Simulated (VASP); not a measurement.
# Pd (Fm-3m) in VASP: single point with r2SCAN

Aim: the single point of Pd with r2SCAN.

Program: VASP 6.6.1. These are calculated values, not measurements. Logs are shortened: lines on timing, memory, paths and dates and some standing lists are left out, and cuts for length are marked.

## (1) The cell of the first run

The structure is cubic, space group Fm-3m (No. 225). Conventional cell: a = 3.838 Å, b = 3.838 Å, c = 3.838 Å, α = 90.00°, β = 90.00°, γ = 90.00°. Within 3.6 Å of Pd (site symmetry m-3m) lie 12 Pd at 2.71 Å.

## (2) Single point, r2SCAN

Input file POSCAR:

```
Pd
1.0
    0.0000000000      1.9188960000      1.9188960000
    1.9188960000      0.0000000000      1.9188960000
    1.9188960000      1.9188960000      0.0000000000
Pd
1
Direct
    0.0000000000      0.0000000000      0.0000000000
```

Input file INCAR.step1:

```
  PREC = Accurate
  ENCUT = 550
  ISMEAR = -1
  SIGMA = 0.1
  LREAL = False
  LASPH = True
  NELM = 120
  NBANDS = 11
  GGA = PE
  ALGO = Normal
  EDIFF = 1E-5
  LWAVE = True
  LCHARG = False
  GGA_COMPAT = False
```

Input file INCAR.step2:

```
  PREC = Accurate
  ENCUT = 550
  EDIFF = 1E-6
  ISMEAR = -1
  SIGMA = 0.1
  LREAL = False
  LASPH = True
  NELM = 120
  ALGO = Normal
  ISIF = 2
  LWAVE = False
  LCHARG = True
  METAGGA = R2SCAN
  LMIXTAU = True
  LELF = True
  LVHAR = True
  NBANDS = 11
  ISTART = 1
  GGA_COMPAT = False
```

Input file KPOINTS:

```
regular mesh
0
Gamma
  15 15 15
```

Potentials or basis: VASP PAW PBE potentials, release 64 (Pd).

Run with:

```console
$ cat potpaw_PBE.64/Pd/POTCAR > POTCAR
$ cp INCAR.step1 INCAR
$ mpirun -np 1 vasp_std > vasp.out
$ cp INCAR.step2 INCAR
$ mpirun -np 1 vasp_std > vasp.out
```

OUTCAR:

```text
PREC = Accurate
   ENCUT = 550
   EDIFF = 1E-6
   ISMEAR = -1
   LREAL = False
   LASPH = True
   NELM = 120
   ISIF = 2
   METAGGA = R2SCAN
   ISTART = 1

 ion  position               nearest neighbor table
   1  0.000  0.000  0.000-

  LATTYP: Found a face centered cubic cell.
 ALAT       =     3.8377920000

  Lattice vectors:

 A1 = (   0.0000000000,   1.9188960000,   1.9188960000)
 A2 = (   1.9188960000,   0.0000000000,   1.9188960000)
 A3 = (   1.9188960000,   1.9188960000,   0.0000000000)

Analysis of symmetry for initial positions (statically):
=====================================================================
 Subroutine PRICEL returns:
 Original cell was already a primitive cell.

 Routine SETGRP: Setting up the symmetry group for a
 face centered cubic supercell.

 Subroutine GETGRP returns: Found 48 space group operations
 (whereof 48 operations were pure point group operations)
 out of a pool of 48 trial point group operations.

The static configuration has the point symmetry O_h .

Analysis of symmetry for dynamics (positions and initial velocities):
=====================================================================
 Subroutine PRICEL returns:
 Original cell was already a primitive cell.

 Routine SETGRP: Setting up the symmetry group for a
 face centered cubic supercell.

 Subroutine GETGRP returns: Found 48 space group operations
 (whereof 48 operations were pure point group operations)
 out of a pool of 48 trial point group operations.

The dynamic configuration has the point symmetry O_h .

 Subroutine INISYM returns: Found 48 space group operations
 (whereof 48 operations are pure point group operations),
 and found     1 'primitive' translations

----------------------------------------------------------------------------------------

                                     Primitive cell

  volume of cell :      14.1314

  direct lattice vectors                    reciprocal lattice vectors
     0.000000000  1.918896000  1.918896000    -0.260566492  0.260566492  0.260566492
     1.918896000  0.000000000  1.918896000     0.260566492 -0.260566492  0.260566492
     1.918896000  1.918896000  0.000000000     0.260566492  0.260566492 -0.260566492

  length of vectors
     2.713728748  2.713728748  2.713728748     0.451314404  0.451314404  0.451314404

  position of ions in fractional coordinates (direct lattice)
     0.000000000  0.000000000  0.000000000

  ion indices of the primitive-cell ions
   primitive index   ion index
                 1           1

----------------------------------------------------------------------------------------

 KPOINTS: regular mesh

Automatic generation of k-mesh.
 Grid dimensions read from file:
 generate k-points for:   15   15   15

 Generating k-lattice:

  Cartesian coordinates                     Fractional coordinates (reciprocal lattice)
    -0.017371099  0.017371099  0.017371099     0.066666667  0.000000000  0.000000000
     0.017371099 -0.017371099  0.017371099     0.000000000  0.066666667  0.000000000
     0.017371099  0.017371099 -0.017371099     0.000000000  0.000000000  0.066666667

  Length of vectors
     0.030087627  0.030087627  0.030087627

  Shift w.r.t. Gamma in fractional coordinates (k-lattice)
     0.000000000  0.000000000  0.000000000

 Subroutine IBZKPT returns following result:
 ===========================================

 Found    120 irreducible k-points:

 Following reciprocal coordinates:
            Coordinates               Weight
  0.000000  0.000000  0.000000      1.000000
  0.066667  0.000000  0.000000      8.000000
  0.133333  0.000000  0.000000      8.000000
  0.200000  0.000000  0.000000      8.000000
  0.266667  0.000000  0.000000      8.000000
  0.333333  0.000000  0.000000      8.000000
[... 16 lines left out ...]
  0.133333  0.133333  0.000000      6.000000
  0.200000  0.133333  0.000000     24.000000
 [... further k-points ...]
   k-points           NKPTS =    120   k-points in BZ     NKDIM =    120   number of bands    NBANDS=     11
   number of dos      NEDOS =    301   number of ions     NIONS =      1
   total plane-waves  NPLWV =  13824
   dimension x,y,z NGX =    24 NGY =   24 NGZ =   24
   dimension x,y,z NGXF=    48 NGYF=   48 NGZF=   48
   ions per type =               1
   NGX,Y,Z   is equivalent  to a cutoff of  14.70, 14.70, 14.70 a.u.
   NGXF,Y,Z  is equivalent  to a cutoff of  29.41, 29.41, 29.41 a.u.
 SYSTEM =  unknown system
   PREC   = accura    normal or accurate (medium, high low for compatibility)
   ISTART =      1    job   : 0-new  1-cont  2-samecut
   ICHARG =      0    charge: 1-file 2-atom 10-const
   ISPIN  =      1    spin polarized calculation?
   LNONCOLLINEAR =      F non collinear calculations
   LSORBIT =      F    spin-orbit coupling
   LASPH  =      T    aspherical Exc in radial PAW
   ENCUT  =  550.0 eV  40.42 Ry    6.36 a.u.   5.19  5.19  5.19*2*pi/ulx,y,z
   NELM   =    120;   NELMIN=  2; NELMDL=  0     # of ELM steps
   EDIFF  = 0.1E-05   stopping-criterion for ELM
   LREAL  =      F    real-space projection
   EDIFFG = 0.1E-04   stopping-criterion for IOM
   NSW    =      0    number of steps for IOM
   IBRION =     -1    ionic relax: 0-MD 1-quasi-New 2-CG
   NFREE  =      0    steps in history (QN), initial steepest desc. (CG)
   ISIF   =      2    stress and relaxation
   ISYM   =      2    0-nonsym 1-usesym 2-fastsym
   POTIM  = 0.5000    time-step for ionic-motion
   TEBEG  =    0.0;   TEEND  =   0.0 temperature during run
   PSTRESS=    0.0 pullay stress
   NELECT =      10.0000    total number of electrons
   NUPDOWN=      -1.0000    fix difference up-down
   EMIN   =  10.00;   EMAX   =-10.00  energy-range for DOS
   EFERMI =   0.00;   METHOD = LEGACY
   ISMEAR =    -1;   SIGMA  =   0.10  broadening in eV -4-tet -1-fermi 0-gaus
   EFERMI_NEDOS =   21; number of points for ismear=-14 and -15
   IALGO  =     38    algorithm
   IMIX   =      4    mixing-type and parameters
     AMIX     =   0.40;   BMIX     =  1.00
     AMIX_MAG =   1.60;   BMIX_MAG =  1.00
  volume/ion in A,a.u.               =      14.13        95.36
  Fermi-wavevector in a.u.,A,eV,Ry     =   1.458859  2.756844 28.956876  2.128270
  Thomas-Fermi vector in A             =   2.575494
   LORBIT       =      0    0 simple, 1 ext, 2 COOP (PROOUT), +10 PAW based schemes
   METAGGA = R2SCAN    functional components
   LHFCALC =     F    Hartree Fock is set to
   AEXX    =    0.0000 exact exchange contribution
   IVDW    =     0    specifies the selected vdW correction
   LEPSILON=     F    determine dielectric tensor
   LRPA    =     F    only Hartree local field effects (RPA)
 non-spin polarized calculation
  energy-cutoff  :      550.00
  volume of cell :       14.13
 maximum number of plane-waves:       432
 NGX is ok and might be reduce to    24
   NGX = 11   NGY = 11   NGZ = 11

 number of electron      10.0000002 magnetization

 Free energy of the ion-electron system (eV)
  ---------------------------------------------------
  ext. energy  EPLUGINS =         0.00000000
  ---------------------------------------------------
  free energy    TOTEN  =       -22.95035541 eV

  energy without entropy =      -22.89521176  energy(sigma->0) =      -22.92278359

 E-fermi :  10.3670     XC(G=0): -14.4563

 val. band max:       10.3577079195   @ k =  -0.4667   0.2667   0.0000
 cond. band min:      10.3701486960   @ k =  -0.4667   0.3333   0.0667
 fundamental gap:      0.0124407765
 Fermi energy:        10.3669786223

 k-point     1 :       0.0000    0.0000    0.0000
  band No.  band energies     occupation
      1       2.8025      2.00000
      2       7.2184      2.00000
      3       7.2184      2.00000
      4       7.2184      2.00000
      5       8.9511      2.00000
      6       8.9511      2.00000
      7      28.3947      0.00000
      8      32.6432      0.00000
      9      33.6454      0.00000
     10      33.6454      0.00000
     11      33.6454      0.00000

 k-point     2 :       0.0667    0.0000    0.0000
  band No.  band energies     occupation
      1       2.9762      2.00000
      2       7.1551      2.00000
      3       7.2799      2.00000
      4       7.2799      2.00000
      5       8.9215      2.00000
      6       8.9215      2.00000
      7      28.5881      0.00000
      8      32.4710      0.00000
      9      32.7485      0.00000
     10      33.8535      0.00000
     11      33.8535      0.00000

 k-point     3 :       0.1333    0.0000    0.0000
  band No.  band energies     occupation
      1       3.4648      2.00000
      2       7.0161      2.00000
      3       7.4275      2.00000
      4       7.4275      2.00000
      5       8.8745      2.00000
      6       8.8745      2.00000
      7      28.9514      0.00000
      8      30.5723      0.00000
      9      32.6670      0.00000
     10      34.4331      0.00000
     11      34.4331      0.00000

 k-point     4 :       0.2000    0.0000    0.0000
  band No.  band energies     occupation
      1       4.1288      2.00000
      2       6.9812      2.00000
      3       7.5405      2.00000
      4       7.5405      2.00000
      5       8.9378      2.00000
      6       8.9378      2.00000
      7      27.7719      0.00000
      8      29.7681      0.00000
      9      32.6599      0.00000
     10      35.2169      0.00000
     11      35.2169      0.00000
[... 239 lines left out ...]
 k-point    22 :      -0.0667    0.0667    0.0000
  band No.  band energies     occupation
      1       3.2570      2.00000
      2       7.0339      2.00000
      3       7.3653      2.00000
      4       7.4106      2.00000
      5       8.7826      2.00000
      6       8.9856      2.00000
      7      28.8674      0.00000
      8      31.5431      0.00000
      9      32.6774      0.00000
     10      33.4401      0.00000
     11      34.5428      0.00000

 k-point    23 :       0.1333    0.1333    0.0000
  band No.  band energies     occupation
      1       3.6885      2.00000
      2       6.7280      2.00000
      3       7.6457      2.00000
      4       7.6457      2.00000
      5       8.4759      2.00000
      6       9.1508      1.99999
      7      29.4008      0.00000
      8      31.5787      0.00000
      9      32.6770      0.00000
     10      32.9078      0.00000
     11      32.9078      0.00000

 k-point    24 :       0.2000    0.1333    0.0000
  band No.  band energies     occupation
      1       4.2132      2.00000
      2       6.5135      2.00000
      3       7.7825      2.00000
      4       7.8508      2.00000
      5       8.4357      2.00000
      6       9.2646      1.99997
      7      29.5271      0.00000
      8      30.2880      0.00000
      9      32.4272      0.00000
     10      32.6510      0.00000
     11      33.2060      0.00000

 [... further k-points ...]

------------------------ aborting loop because EDIFF is reached ----------------------------------------

  FORCE on cell =-STRESS in cart. coord.  units (eV):
  Direction    XX          YY          ZZ          XY          YZ          ZX
  --------------------------------------------------------------------------------------
  -------------------------------------------------------------------------------------
  Total        1.1297035      1.1297035      1.1297035      0.0000000      0.0000000      0.0000000
  in kB      128.0827765    128.0827765    128.0827765      0.0000000      0.0000000      0.0000000
  external PRESSURE =     128.0827765 kB  Pullay stress =       0.0000000 kB

 VOLUME and BASIS-vectors are now :
 -----------------------------------------------------------------------------
  energy-cutoff  :      550.00
  volume of cell :       14.13
      direct lattice vectors                 reciprocal lattice vectors
     0.000000000  1.918896000  1.918896000    -0.260566492  0.260566492  0.260566492
     1.918896000  0.000000000  1.918896000     0.260566492 -0.260566492  0.260566492
     1.918896000  1.918896000  0.000000000     0.260566492  0.260566492 -0.260566492

 POSITION                                       TOTAL-FORCE (eV/Angst)
 -----------------------------------------------------------------------------------
      0.00000      0.00000      0.00000        -0.000000     -0.000000     -0.000000
 -----------------------------------------------------------------------------------
    total drift:                               -0.000000      0.000000      0.000000

  FREE ENERGIE OF THE ION-ELECTRON SYSTEM (eV)
  ---------------------------------------------------
  free  energy   TOTEN  =       -22.9503554065 eV

  energy  without entropy=      -22.8952117647  energy(sigma->0) =      -22.92278359
```

Wall time 1.7 min (1 thread of Intel Xeon 8259CL, shared host); peak memory 0.16 GiB.

Results:

* Free energy: -22.9504 eV
* Pressure: 12.8 GPa
* Band gap on the k mesh: zero (bands 5 and 6 overlap by 1.77 eV)

Levels at points of the mesh, in eV from the Fermi level:
| k point | band 3 | band 4 | band 5 | band 6 | band 7 | band 8 |
| --- | --- | --- | --- | --- | --- | --- |
| (0.00, 0.00, 0.00) | -3.15 | -3.15 | -1.42 | -1.42 | 18.03 | 22.28 |

Caveat: the cell stands under pressure; the PAW data sets were made with another functional, which shifts forces and pressure a little.
